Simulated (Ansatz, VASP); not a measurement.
# Two plane-wave programs on GaSb3

Contents of INCAR:

```
PREC = Accurate ; ENCUT = 600
EDIFF = 1E-7 ; ISMEAR = 0
SIGMA = 0.1 ; LREAL = False
LASPH = True ; NELM = 80
ALGO = Normal ; ISIF = 3
LWAVE = False ; LCHARG = False
GGA = PE ; IBRION = 2
NSW = 90 ; EDIFFG = -0.04
```

File KPOINTS:

```
regular mesh
0
Gamma
  6 6 4
```

Contents of POSCAR:

```
GaSb3
1.0
    4.7552010400      0.0000000000      0.0000000000
   -2.3776005200      4.1181249000      0.0000000000
    0.0000000000      0.0000000000      5.4904404800
Ga Sb
1 3
Direct
    0.6666666700      0.3333333300      0.0000000000
    0.3333333300      0.6666666700      0.0000000000
    0.0000000000      0.0000000000      0.5000000000
    0.6666666700      0.3333333300      0.5000000000
```

Input for Ansatz:

```yaml
crystal:
  lattice:
    - [4.75520104, 0.0, 0.0]
    - [-2.37760052, 4.1181249, 0.0]
    - [0.0, 0.0, 5.49044048]
  atoms:
    - { symbol: Ga, position: [0.66666667, 0.33333333, 0.0] }
    - { symbol: Sb, position: [0.33333333, 0.66666667, 0.0] }
    - { symbol: Sb, position: [0.0, 0.0, 0.5] }
    - { symbol: Sb, position: [0.66666667, 0.33333333, 0.5] }
basis:
  ecutwfc: 420
kpoints:
  mp_grid: { grid: [6, 6, 4] }
hamiltonian:
  xc: pbe
scf:
  occupations: { method: gaussian, width: 0.1 }
  lower_state_search: "off"
output:
  forces: true
  stress: true
  eigenvalues: true
relax:
  adjacent_minimum: "off"
  f_tol: 0.04
  max_steps: 70
  cell: { stress_tol: 0.4 }
```

Alike in both runs: task relaxation of cell and atoms; functional PBE; k mesh 6 × 6 × 4; occupations gaussian, width 0.1 eV; no spin polarisation.

|  | VASP | Ansatz |
| --- | --- | --- |
| version | VASP 6.6.1 | Ansatz 0.2.0 |
| potentials or method | VASP PAW PBE potentials, release 64 (Ga_d, Sb), cutoff 600 eV | scalar-relativistic, plane waves, PAW |
| valence electrons in the cell | 28 | 58 |

```csv
,VASP,Ansatz,Ansatz less VASP
"gap on the k mesh at the Fermi level, each at its own relaxed structure (eV)",none,none,-
relaxed volume (Å³/atom),30.64,30.52,-0.121
relaxed length of the cell vector where the two differ most in proportion (Å),5.029,5.016,-0.0131
```

A gap of «none» marks a metal or a gap that the smearing closes. VASP's potentials hold 28 valence electrons a cell and Ansatz's 58, so a difference there can come from the potentials and not from the codes.

Neither program's run includes spin-orbit coupling.
